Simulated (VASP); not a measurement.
**Mo2H3: single point with PBE**

The system is Mo2H3.

```
H Mo
1.0
     3.49289    0.00000    0.00000
    -1.74645    3.02493    0.00000
     0.00000    0.00000    6.02452
H Mo
3 2
Direct
  0.50000 0.00000 0.05244
  0.00000 0.50000 0.05244
  0.50000 0.50000 0.05244
  0.00000 0.00000 0.90303
  0.00000 0.00000 0.48283
```

```yaml
Program: VASP 6.6.1
Task: single point
Functional: PBE
Potentials_or_basis: VASP PAW PBE potentials, release 64 (H, Mo_sv)
Cutoff: 520 eV
k_mesh: 6 × 6 × 4
Occupations: gaussian, width 0.1 eV
Spin: no spin polarisation
Dipole_correction: no
Further_INCAR_settings: ALGO = Normal; EDIFF = 1e-06; NBANDS = 24
```

| Quantity | Value |
| --- | --- |
| Pressure | -23.7 GPa |
| Largest force | 2.608 eV/Å |

Forces in eV/Å, atoms in the order of the input:
```
H    0.000  0.000 -0.651
H    0.000  0.000 -0.651
H    0.000  0.000 -0.651
Mo   0.000  0.000 -0.655
Mo   0.000  0.000  2.608
```

Stress tensor (GPa, compression positive):
```
-20.37   0.00   0.00
  0.00 -20.37   0.00
  0.00   0.00 -30.36
```

Levels at points of the mesh, in eV from the Fermi level:
| k point | band 14 | band 15 | band 16 | band 17 | band 18 | band 19 |
| --- | --- | --- | --- | --- | --- | --- |
| (0.00, 0.00, 0.00) | -0.55 | -0.50 | -0.50 | 0.01 | 0.01 | 1.97 |
| (0.50, 0.00, 0.00) | -1.44 | 0.80 | 0.99 | 1.20 | 1.41 | 1.72 |
| (0.00, 0.00, 0.50) | -0.68 | -0.19 | -0.19 | -0.07 | -0.07 | 1.43 |
| (0.50, 0.00, 0.50) | -0.93 | 0.18 | 0.21 | 0.78 | 1.22 | 1.69 |

Wall time 56 s on 1 thread of AMD EPYC 7R13 (shared host), peak memory 0.16 GiB.

Caveat: forces of over 1 eV/Å act on the atoms, so gaps and moduli don't describe the material at rest.
